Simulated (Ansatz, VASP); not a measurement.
## Ca in VASP and in Ansatz

Contents of INCAR:

```
  PREC = Accurate
  ENCUT = 520
  EDIFF = 1E-6
  ISMEAR = 0
  SIGMA = 0.15
  LREAL = False
  LASPH = True
  NELM = 100
  ALGO = Fast
  ISIF = 2
  LWAVE = False
  LCHARG = False
  GGA = PE
  NBANDS = 11
```

KPOINTS

```
Automatic mesh
0
Gamma
  14 14 14
```

Contents of POSCAR:

```
Ca
1.0
    0.0000000000      2.7522870000      2.8361130000
    2.7522870000      0.0000000000      2.8361130000
    2.7522870000      2.7522870000      0.0000000000
Ca
1
Direct
    0.0000000000      0.0000000000      0.0000000000
```

Input for Ansatz:

```yaml
crystal:
  lattice:
    - [0.0, 2.752287, 2.836113]
    - [2.752287, 0.0, 2.836113]
    - [2.752287, 2.752287, 0.0]
  atoms:
    - { symbol: Ca, position: [0.0, 0.0, 0.0] }
basis:
  ecutwfc: 420
kpoints:
  mp_grid: { grid: [14, 14, 14] }
hamiltonian:
  xc: pbe
scf:
  occupations: { method: gaussian, width: 0.15 }
output:
  forces: true
  stress: true
  eigenvalues: true
```

Change from the starting cell: strain -0.015 along x and y, +0.015 along z, atoms carried along.

Alike in both runs: task single point; functional PBE; k mesh 14 × 14 × 14; occupations gaussian, width 0.15 eV; no spin polarisation.

|  | VASP | Ansatz |
| --- | --- | --- |
| version | VASP 6.6.1 | Ansatz 0.2.0 |
| potentials or method | VASP PAW PBE potentials, release 64 (Ca_sv), cutoff 520 eV | scalar-relativistic, plane waves, PAW |
| valence electrons in the cell | 10 | 10 |

|  | VASP | Ansatz | Ansatz less VASP |
| --- | --- | --- | --- |
| gap on the k mesh at the Fermi level (eV) | none | none | - |
| pressure (GPa) | -0.3 | -0.3 | 0.00 |
| traceless stress, the component that is largest in VASP (GPa) | -0.18 | -0.18 | 0.000 |

A gap of «none» marks a metal or a gap that the smearing closes.
